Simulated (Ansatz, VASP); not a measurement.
## Two plane-wave programs on Ti

```
Ti
1.0
     2.95000    0.05531    0.00000
    -1.42710    2.52712    0.00000
     0.00000    0.00000    4.68600
Ti
2
Direct
  0.33333 0.66667 0.25000
  0.66667 0.33333 0.75000
```

Change from the starting cell: strain +0.0375 x Voigt [0, 0, 0, 0, 0, 1], atoms carried along.

Alike in both runs: task single point; functional PBEsol; k mesh 18 × 18 × 10; occupations gaussian, width 0.15 eV; no spin polarisation.

|  | VASP | Ansatz |
| --- | --- | --- |
| version | VASP 6.6.1 | Ansatz 0.2.0 |
| potentials or method | VASP PAW PBE potentials, release 64 (Ti_sv), cutoff 520 eV | scalar-relativistic, plane waves, PAW |
| valence electrons in the cell | 24 | 24 |

|  | VASP | Ansatz | Ansatz less VASP |
| --- | --- | --- | --- |
| gap on the k mesh at the Fermi level (eV) | none | none | - |
| pressure (GPa) | -6.3 | -5.8 | +0.51 |
| traceless stress, the component that is largest in VASP (GPa) | -2.23 | -2.26 | -0.023 |
| rms of the force components (eV/Å) | 0.055 | 0.056 | +0.0008 |

VASP's potentials were made for PBE, not for PBEsol. Atom by atom the forces differ by 0.001 eV/Å (rms over components). A gap of «none» marks a metal or a gap that the smearing closes. The functional is the same, so the differences come from potentials, cutoffs and numerics.
